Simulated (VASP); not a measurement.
# SnSe in VASP: a series of runs

SnSe is run at these levels: LDA; tasks: single point.

All numbers are computed with VASP 6.6.1; they aren't measurements. Logs are shortened: lines on timing, memory, paths and dates and some standing lists are left out, and cuts for length are marked.

## 1. The cell of the first run

The cell holds a slab with vacuum, 4 atoms: a = 4.285 Å, b = 4.285 Å, c = 10.991 Å, α = 90.00°, β = 90.00°, γ = 90.00°.

## 2. Single point, LDA

INCAR reads:

```
PREC = Accurate
ENCUT = 520
EDIFF = 1E-7
ISMEAR = 0
SIGMA = 0.02
LREAL = F
LASPH = T
NELM = 80
ALGO = Normal
ISIF = 2
LWAVE = F
LCHARG = F
NBANDS = 28
```

KPOINTS reads:

```
regular mesh
0
Gamma
  6 6 2
```

POSCAR reads:

```
SnSe
1.0
    4.2853300000      0.0000000000      0.0000000000
    0.0000000000      4.2853300000      0.0000000000
    0.0000000000      0.0000000000     10.9906900000
Sn Se
2 2
Direct
    0.5000000000      0.0000000000      0.3722300000
    0.0000000000      0.5000000000      0.6277700000
    0.5000000000      0.0000000000      0.6160400000
    0.0000000000      0.5000000000      0.3839600000
```

Potentials or basis: VASP PAW LDA potentials, release 64 (Sn_d, Se).

Run with:

```console
> cat potpaw_LDA.64/Sn_d/POTCAR potpaw_LDA.64/Se/POTCAR > POTCAR
> mpirun -np 1 vasp_std > vasp.out
```

OUTCAR:

```text
PREC = Accurate
   ENCUT = 520
   EDIFF = 1E-7
   ISMEAR = 0
   LREAL = F
   LASPH = T
   NELM = 80
   ISIF = 2

 ion  position               nearest neighbor table
   1  0.500  0.000  0.372-   3 2.68   4 3.03   4 3.03   4 3.03   4 3.03
   2  0.000  0.500  0.628-   4 2.68   3 3.03   3 3.03   3 3.03   3 3.03
   3  0.500  0.000  0.616-   1 2.68   2 3.03   2 3.03   2 3.03   2 3.03
   4  0.000  0.500  0.384-   2 2.68   1 3.03   1 3.03   1 3.03   1 3.03

  LATTYP: Found a simple tetragonal cell.
 ALAT       =     4.2853300000
 C/A-ratio  =     2.5647243036

  Lattice vectors:

 A1 = (   4.2853300000,   0.0000000000,   0.0000000000)
 A2 = (   0.0000000000,   4.2853300000,   0.0000000000)
 A3 = (   0.0000000000,   0.0000000000,  10.9906900000)

Analysis of symmetry for initial positions (statically):
=====================================================================
 Subroutine PRICEL returns:
 Original cell was already a primitive cell.

 Routine SETGRP: Setting up the symmetry group for a
 simple tetragonal supercell.

 Subroutine GETGRP returns: Found 16 space group operations
 (whereof  8 operations were pure point group operations)
 out of a pool of 16 trial point group operations.

The static configuration has the point symmetry D_2d.
 The point group associated with its full space group is D_4h.

Analysis of symmetry for dynamics (positions and initial velocities):
=====================================================================
 Subroutine PRICEL returns:
 Original cell was already a primitive cell.

 Routine SETGRP: Setting up the symmetry group for a
 simple tetragonal supercell.

 Subroutine GETGRP returns: Found 16 space group operations
 (whereof  8 operations were pure point group operations)
 out of a pool of 16 trial point group operations.

The dynamic configuration has the point symmetry D_2d.
 The point group associated with its full space group is D_4h.

 Subroutine INISYM returns: Found 16 space group operations
 (whereof  8 operations are pure point group operations),
 and found     1 'primitive' translations

----------------------------------------------------------------------------------------

                                     Primitive cell

  volume of cell :     201.8336

  direct lattice vectors                    reciprocal lattice vectors
     4.285330000  0.000000000  0.000000000     0.233354257  0.000000000  0.000000000
     0.000000000  4.285330000  0.000000000     0.000000000  0.233354257  0.000000000
     0.000000000  0.000000000 10.990690000     0.000000000  0.000000000  0.090986098

  length of vectors
     4.285330000  4.285330000 10.990690000     0.233354257  0.233354257  0.090986098

  position of ions in fractional coordinates (direct lattice)
     0.500000000  0.000000000  0.372230000
     0.000000000  0.500000000  0.627770000
     0.500000000  0.000000000  0.616040000
     0.000000000  0.500000000  0.383960000

  ion indices of the primitive-cell ions
   primitive index   ion index
                 1           1
                 2           2
                 3           3
                 4           4

----------------------------------------------------------------------------------------

 KPOINTS: regular mesh

Automatic generation of k-mesh.
 Grid dimensions read from file:
 generate k-points for:    6    6    2

 Generating k-lattice:

  Cartesian coordinates                     Fractional coordinates (reciprocal lattice)
     0.038892376  0.000000000  0.000000000     0.166666667  0.000000000  0.000000000
     0.000000000  0.038892376  0.000000000     0.000000000  0.166666667  0.000000000
     0.000000000  0.000000000  0.045493049     0.000000000  0.000000000  0.500000000

  Length of vectors
     0.038892376  0.038892376  0.045493049

  Shift w.r.t. Gamma in fractional coordinates (k-lattice)
     0.000000000  0.000000000  0.000000000

 Subroutine IBZKPT returns following result:
 ===========================================

 Found     20 irreducible k-points:

 Following reciprocal coordinates:
[... 42 lines left out ...]
  ext. energy  EPLUGINS =         0.00000000
  ---------------------------------------------------
  free energy    TOTEN  =       -18.43195112 eV

  energy without entropy =      -18.43195112  energy(sigma->0) =      -18.43195112

 E-fermi :   0.5556     XC(G=0):  -6.2347

 val. band max:        0.3956686428   @ k =   0.3333   0.0000   0.5000
 cond. band min:       1.8487680174   @ k =   0.3333   0.0000   0.5000
 fundamental gap:      1.4530993746
 Fermi energy:         0.5556257633

 k-point     1 :       0.0000    0.0000    0.0000
  band No.  band energies     occupation
      1     -20.5590      2.00000
      2     -20.5536      2.00000
      3     -20.5534      2.00000
      4     -20.5518      2.00000
      5     -20.5466      2.00000
      6     -20.5233      2.00000
[... 20 lines left out ...]
     27       6.1035      0.00000
     28       6.1160      0.00000

 k-point     2 :       0.1667    0.0000    0.0000
  band No.  band energies     occupation
      1     -20.5565      2.00000
      2     -20.5552      2.00000
      3     -20.5515      2.00000
      4     -20.5492      2.00000
      5     -20.5481      2.00000
      6     -20.5236      2.00000
[... 20 lines left out ...]
     27       5.6963      0.00000
     28       5.7699      0.00000

 k-point     3 :       0.3333    0.0000    0.0000
  band No.  band energies     occupation
      1     -20.5579      2.00000
      2     -20.5547      2.00000
      3     -20.5522      2.00000
      4     -20.5486      2.00000
      5     -20.5386      2.00000
      6     -20.5251      2.00000
[... 20 lines left out ...]
     27       5.4395      0.00000
     28       6.9345      0.00000

 k-point     4 :       0.5000    0.0000    0.0000
  band No.  band energies     occupation
      1     -20.5583      2.00000
      2     -20.5583      2.00000
      3     -20.5488      2.00000
      4     -20.5488      2.00000
      5     -20.5298      2.00000
      6     -20.5298      2.00000
[... 454 lines left out ...]
     27       6.3189      0.00000
     28       6.5338      0.00000

 k-point    19 :       0.5000    0.3333    0.5000
  band No.  band energies     occupation
      1     -20.5715      2.00000
      2     -20.5715      2.00000
      3     -20.5393      2.00000
      4     -20.5393      2.00000
      5     -20.5243      2.00000
      6     -20.5243      2.00000
[... 20 lines left out ...]
     27       6.0961      0.00000
     28       6.0961      0.00000

 k-point    20 :       0.5000    0.5000    0.5000
  band No.  band energies     occupation
      1     -20.5754      2.00000
      2     -20.5754      2.00000
      3     -20.5366      2.00000
      4     -20.5366      2.00000
      5     -20.5218      2.00000
      6     -20.5218      2.00000
[... 20 lines left out ...]
     27       6.8576      0.00000
     28       6.8576      0.00000

------------------------ aborting loop because EDIFF is reached ----------------------------------------

  FORCE on cell =-STRESS in cart. coord.  units (eV):
  Direction    XX          YY          ZZ          XY          YZ          ZX
  --------------------------------------------------------------------------------------
  -------------------------------------------------------------------------------------
  Total       -2.2018995     -2.2018995     -0.7008853      0.0000000      0.0000000      0.0000000
  in kB      -17.4789194    -17.4789194     -5.5637043      0.0000000      0.0000000      0.0000000
  external PRESSURE =     -13.5071810 kB  Pullay stress =       0.0000000 kB

 VOLUME and BASIS-vectors are now :
 -----------------------------------------------------------------------------
  energy-cutoff  :      520.00
  volume of cell :      201.83
      direct lattice vectors                 reciprocal lattice vectors
     4.285330000  0.000000000  0.000000000     0.233354257  0.000000000  0.000000000
     0.000000000  4.285330000  0.000000000     0.000000000  0.233354257  0.000000000
     0.000000000  0.000000000 10.990690000     0.000000000  0.000000000  0.090986098

 POSITION                                       TOTAL-FORCE (eV/Angst)
 -----------------------------------------------------------------------------------
      2.14267      0.00000      4.09106         0.000000      0.000000      0.219594
      0.00000      2.14267      6.89963        -0.000000      0.000000     -0.219594
      2.14267      0.00000      6.77070         0.000000     -0.000000     -0.021715
      0.00000      2.14267      4.21999         0.000000      0.000000      0.021715
 -----------------------------------------------------------------------------------
    total drift:                                0.000000      0.000000      0.000000

  FREE ENERGIE OF THE ION-ELECTRON SYSTEM (eV)
  ---------------------------------------------------
  free  energy   TOTEN  =       -18.4319511224 eV

  energy  without entropy=      -18.4319511224  energy(sigma->0) =      -18.43195112
```

It took 71 s on 1 thread of AMD EPYC 9R45 (Zen 5), shared host; peak memory 0.25 GiB.

What came out:

```
Free energy            : -18.4320 eV
Largest force          : 0.220 eV/Å
Band gap on the k mesh : 1.45 eV
```

Forces in eV/Å, atoms in the order of the input:
```
Sn   0.000  0.000  0.220
Sn   0.000  0.000 -0.220
Se   0.000  0.000 -0.022
Se   0.000  0.000  0.022
```

Caveat: there is no dipole correction, which matters where the two faces differ; spin-orbit coupling is left out, which moves the levels of the heavy elements.

## 3. Single point, LDA

INCAR reads:

```
PREC = Accurate ; ENCUT = 520
EDIFF = 1E-6 ; ISMEAR = 0
SIGMA = 0.02 ; LREAL = F
LASPH = T ; NELM = 60
ALGO = Normal ; ISIF = 2
LWAVE = F ; LCHARG = F
NBANDS = 28
```

KPOINTS is that of step 2.

POSCAR reads:

```
SnSe
1.0
    4.2853300000     -0.0285688667     -0.0285688667
   -0.0285688667      4.2853300000     -0.0285688667
   -0.0732712667     -0.0732712667     10.9906900000
Sn Se
2 2
Direct
    0.5000000000      0.0000000000      0.3722300000
    0.0000000000      0.5000000000      0.6277700000
    0.5000000000      0.0000000000      0.6160400000
    0.0000000000      0.5000000000      0.3839600000
```

Potentials or basis: VASP PAW LDA potentials, release 64 (Sn_d, Se).

Run with:

```console
> cat potpaw_LDA.64/Sn_d/POTCAR potpaw_LDA.64/Se/POTCAR > POTCAR
> mpirun -np 1 vasp_std > vasp.out
```

Run time: 86 s. Hardware: 1 thread of AMD EPYC 9R45 (Zen 5), shared host; peak memory 0.27 GiB.

Results (log left out):

| Quantity | Value |
| --- | --- |
| Free energy | -18.4274 eV |
| Largest force | 0.218 eV/Å |
| Band gap on the k mesh | 1.45 eV |

Forces on the atoms (eV/Å):
```
Sn  -0.003 -0.003  0.218
Sn   0.003  0.003 -0.218
Se   0.042  0.042 -0.022
Se  -0.042 -0.042  0.022
```

Levels at points of the mesh, in eV from the valence-band top:
| k point | band 16 | band 17 | band 18 | band 19 | band 20 | band 21 | band 22 | band 23 | band 24 | band 25 |
| --- | --- | --- | --- | --- | --- | --- | --- | --- | --- | --- |
| (0.00, 0.00, 0.00) | -3.01 | -2.86 | -1.67 | -1.54 | -0.19 | 1.65 | 3.83 | 3.84 | 4.26 | 4.55 |
| (0.50, 0.00, 0.00) | -2.18 | -1.43 | -1.41 | -0.20 | -0.18 | 1.53 | 1.53 | 2.08 | 2.13 | 3.16 |
| (0.50, 0.50, 0.00) | -4.68 | -3.15 | -3.11 | -1.65 | -1.54 | 3.65 | 3.75 | 4.71 | 4.77 | 4.87 |
| (0.00, 0.00, 0.50) | -3.01 | -2.86 | -1.67 | -1.54 | -0.19 | 1.51 | 3.83 | 4.26 | 4.55 | 4.72 |
| (0.50, 0.00, 0.50) | -2.18 | -1.43 | -1.41 | -0.20 | -0.18 | 1.53 | 1.53 | 2.08 | 2.13 | 3.08 |
| (0.50, 0.50, 0.50) | -4.68 | -3.15 | -3.11 | -1.64 | -1.54 | 3.62 | 3.72 | 4.77 | 4.83 | 4.85 |

Caveat: there is no dipole correction, which matters where the two faces differ; spin-orbit coupling is left out, which moves the levels of the heavy elements.

## 4. Single point, LDA

INCAR reads:

```
SYSTEM = SnSe
  ALGO = Normal
  EDIFF = 1E-6
  ENCUT = 520
  ISIF = 2
  ISMEAR = 0
  LASPH = .TRUE.
  LCHARG = .TRUE.
  LELF = .TRUE.
  LREAL = .FALSE.
  LVHAR = .TRUE.
  LWAVE = .FALSE.
  NBANDS = 28
  NELM = 100
  PREC = Accurate
  SIGMA = 0.02
```

KPOINTS reads:

```
k-points
0
G
  6 6 2
  0 0 0
```

POSCAR reads:

```
SnSe
1.0
    4.2853300000     -0.0142844333     -0.0142844333
   -0.0142844333      4.2853300000     -0.0142844333
   -0.0366356333     -0.0366356333     10.9906900000
Sn Se
2 2
Direct
    0.5000000000      0.0000000000      0.3722300000
    0.0000000000      0.5000000000      0.6277700000
    0.5000000000      0.0000000000      0.6160400000
    0.0000000000      0.5000000000      0.3839600000
```

Run with:

```console
> cat potpaw_LDA.64/Sn_d/POTCAR potpaw_LDA.64/Se/POTCAR > POTCAR
> mpirun -np 1 vasp_std > vasp.out
```

It took 91 s on 1 thread of AMD EPYC 9R45 (Zen 5), shared host; peak memory 0.27 GiB.

It converged, with:

| Quantity | Value |
| --- | --- |
| Free energy | -18.4308 eV |
| Largest force | 0.220 eV/Å |
| Band gap on the k mesh | 1.45 eV |

Forces on the atoms (eV/Å):
```
Sn  -0.001 -0.001  0.219
Sn   0.001  0.001 -0.219
Se   0.021  0.021 -0.022
Se  -0.021 -0.021  0.022
```

Levels at points of the mesh, in eV from the valence-band top:
| k point | band 18 | band 19 | band 20 | band 21 | band 22 | band 23 |
| --- | --- | --- | --- | --- | --- | --- |
| (0.00, 0.00, 0.00) | -1.64 | -1.57 | -0.19 | 1.65 | 3.83 | 3.84 |
| (0.50, 0.00, 0.00) | -1.41 | -0.19 | -0.18 | 1.54 | 1.54 | 2.09 |
| (0.50, 0.50, 0.00) | -3.11 | -1.62 | -1.57 | 3.68 | 3.73 | 4.72 |
| (0.00, 0.00, 0.50) | -1.64 | -1.57 | -0.20 | 1.51 | 3.83 | 4.33 |
| (0.50, 0.00, 0.50) | -1.41 | -0.19 | -0.19 | 1.54 | 1.54 | 2.09 |
| (0.50, 0.50, 0.50) | -3.12 | -1.62 | -1.57 | 3.65 | 3.70 | 4.78 |

Caveat: there is no dipole correction, which matters where the two faces differ; spin-orbit coupling is left out, which moves the levels of the heavy elements.

## 5. Single point, LDA

INCAR reads:

```
PREC = Accurate
ENCUT = 520
EDIFF = 1E-6
ISMEAR = 0
SIGMA = 0.02
LREAL = False
LASPH = True
NELM = 80
ALGO = Normal
ISIF = 2
LWAVE = False
LCHARG = False
NBANDS = 28
```

KPOINTS reads:

```
regular mesh
0
Gamma
  6 6 2
```

POSCAR reads:

```
SnSe
1.0
    4.2853300000      0.0142844333      0.0142844333
    0.0142844333      4.2853300000      0.0142844333
    0.0366356333      0.0366356333     10.9906900000
Sn Se
2 2
Direct
    0.5000000000      0.0000000000      0.3722300000
    0.0000000000      0.5000000000      0.6277700000
    0.5000000000      0.0000000000      0.6160400000
    0.0000000000      0.5000000000      0.3839600000
```

Run with:

```console
> cat potpaw_LDA.64/Sn_d/POTCAR potpaw_LDA.64/Se/POTCAR > POTCAR
> mpirun -np 1 vasp_std > vasp.out
```

Run time: 89 s. Hardware: 1 thread of AMD EPYC 9R45 (Zen 5), shared host; peak memory 0.27 GiB.

The run converged. Its results:

* Free energy: -18.4308 eV
* Largest force: 0.220 eV/Å
* Band gap on the k mesh: 1.45 eV

Forces on the atoms (eV/Å):
```
Sn   0.001  0.001  0.220
Sn  -0.001 -0.001 -0.220
Se  -0.020 -0.020 -0.022
Se   0.020  0.020  0.022
```

Levels at points of the mesh, in eV from the valence-band top:
```csv
k point,band 16,band 17,band 18,band 19,band 20,band 21,band 22,band 23,band 24,band 25
"(0.00, 0.00, 0.00)",-2.97,-2.90,-1.64,-1.57,-0.19,1.65,3.83,3.84,4.33,4.48
"(0.50, 0.00, 0.00)",-2.18,-1.42,-1.41,-0.19,-0.19,1.53,1.54,2.09,2.11,3.16
"(0.50, 0.50, 0.00)",-4.68,-3.13,-3.12,-1.62,-1.57,3.68,3.73,4.73,4.75,4.92
"(0.00, 0.00, 0.50)",-2.97,-2.90,-1.64,-1.57,-0.20,1.51,3.83,4.33,4.48,4.73
"(0.50, 0.00, 0.50)",-2.18,-1.42,-1.41,-0.19,-0.19,1.53,1.54,2.09,2.11,3.09
"(0.50, 0.50, 0.50)",-4.68,-3.13,-3.12,-1.62,-1.57,3.64,3.70,4.79,4.81,4.89
```

Caveat: there is no dipole correction, which matters where the two faces differ; spin-orbit coupling is left out, which moves the levels of the heavy elements.

## 6. Single point, LDA

INCAR reads:

```
PREC = Accurate ; ENCUT = 520
EDIFF = 1E-7 ; ISMEAR = 0
SIGMA = 0.02 ; LREAL = F
LASPH = T ; NELM = 80
ALGO = Normal ; ISIF = 2
LWAVE = F ; LCHARG = T
LELF = T ; LVHAR = T
NBANDS = 28
```

KPOINTS reads:

```
Automatic mesh
0
Gamma
  6 6 2
```

POSCAR reads:

```
SnSe
1.0
    4.2853300000      0.0285688667      0.0285688667
    0.0285688667      4.2853300000      0.0285688667
    0.0732712667      0.0732712667     10.9906900000
Sn Se
2 2
Direct
    0.5000000000      0.0000000000      0.3722300000
    0.0000000000      0.5000000000      0.6277700000
    0.5000000000      0.0000000000      0.6160400000
    0.0000000000      0.5000000000      0.3839600000
```

Potentials or basis: VASP PAW LDA potentials, release 64 (Sn_d, Se).

Run with:

```console
> cat potpaw_LDA.64/Sn_d/POTCAR potpaw_LDA.64/Se/POTCAR > POTCAR
> mpirun -np 1 vasp_std > vasp.out
```

Wall time 95 s (1 thread of AMD EPYC 9R45 (Zen 5), shared host); peak memory 0.28 GiB.

The run converged. Its results:

```
Free energy            : -18.4274 eV
Largest force          : 0.218 eV/Å
Band gap on the k mesh : 1.45 eV
```

Forces in eV/Å, atoms in the order of the input:
```
Sn   0.003  0.003  0.218
Sn  -0.003 -0.003 -0.218
Se  -0.040 -0.040 -0.022
Se   0.040  0.040  0.022
```

Levels at points of the mesh, in eV from the valence-band top:
| k point | band 18 | band 19 | band 20 | band 21 | band 22 | band 23 |
| --- | --- | --- | --- | --- | --- | --- |
| (0.00, 0.00, 0.00) | -1.67 | -1.54 | -0.19 | 1.65 | 3.83 | 3.84 |
| (0.50, 0.00, 0.00) | -1.41 | -0.19 | -0.18 | 1.52 | 1.54 | 2.09 |
| (0.50, 0.50, 0.00) | -3.11 | -1.64 | -1.54 | 3.64 | 3.76 | 4.72 |
| (0.00, 0.00, 0.50) | -1.67 | -1.54 | -0.19 | 1.51 | 3.83 | 4.26 |
| (0.50, 0.00, 0.50) | -1.40 | -0.19 | -0.18 | 1.52 | 1.54 | 2.09 |
| (0.50, 0.50, 0.50) | -3.11 | -1.64 | -1.54 | 3.61 | 3.73 | 4.78 |

Caveat: there is no dipole correction, which matters where the two faces differ; spin-orbit coupling is left out, which moves the levels of the heavy elements.

## 7. Overview

```csv
cell,gap on the mesh (eV),largest force (eV/Å)
"a = 4.285, b = 4.285, c = 10.991 Å, 4 atoms",1.45,0.22
"a = 4.286, b = 4.286, c = 10.991 Å, angles 90.8°, 4 atoms",1.45,0.22
"a = 4.285, b = 4.285, c = 10.991 Å, angles 90.4°, 4 atoms",1.45,0.22
"a = 4.285, b = 4.285, c = 10.991 Å, angles 89.6°, 4 atoms",1.45,0.22
"a = 4.286, b = 4.286, c = 10.991 Å, angles 89.2°, 4 atoms",1.45,0.22
```

Alike in all rows: task single point; level LDA; potentials or basis VASP PAW LDA potentials, release 64 (Sn_d, Se); no spin polarisation; k mesh 6 × 6 × 2; cutoff (eV) 520; smearing gaussian 0.02 eV.

Caveats: there is no dipole correction, which matters where the two faces differ; spin-orbit coupling is left out, which moves the levels of the heavy elements.

Total energies depend on the potentials used, so only differences within one code and one set of settings carry meaning.
